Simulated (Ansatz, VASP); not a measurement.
## Two plane-wave programs on GeIrPt6

```
Ge Ir Pt
1.0
     0.00000    3.95556    3.95556
     3.95556    0.00000    3.95556
     3.95556    3.95556    0.00000
Ge Ir Pt
1 1 6
Cartesian
  0.0000 0.0000 0.0000
  3.9556 3.9556 3.9556
  0.0000 1.9778 1.9778
  1.9778 0.0000 1.9778
  1.9778 1.9778 0.0000
  1.9778 1.9778 3.9556
  3.9556 1.9778 1.9778
  1.9778 3.9556 1.9778
```

Alike in both runs: functional PBE; k mesh 8 × 8 × 8; occupations gaussian, width 0.1 eV; no spin polarisation.

Ansatz relaxed the structure, and its values are those at the end. VASP's run is a single point on that final structure, the one shown.

|  | VASP | Ansatz |
| --- | --- | --- |
| version | VASP 6.6.1 | Ansatz 0.2.0 |
| potentials or method | VASP PAW PBE potentials, release 64 (Ge_d, Ir, Pt), cutoff 520 eV | scalar-relativistic, plane waves, PAW |
| valence electrons in the cell | 83 | 139 |

|  | VASP | Ansatz | Ansatz less VASP |
| --- | --- | --- | --- |
| gap on the k mesh at the Fermi level (eV) | none | none | - |
| pressure (GPa) | -0.3 | 0.0 | +0.28 |

A gap of «none» marks a metal or a gap that the smearing closes. VASP's potentials hold 83 valence electrons a cell and Ansatz's 139, so a difference there can come from the potentials and not from the codes.

Neither program's run includes spin-orbit coupling.
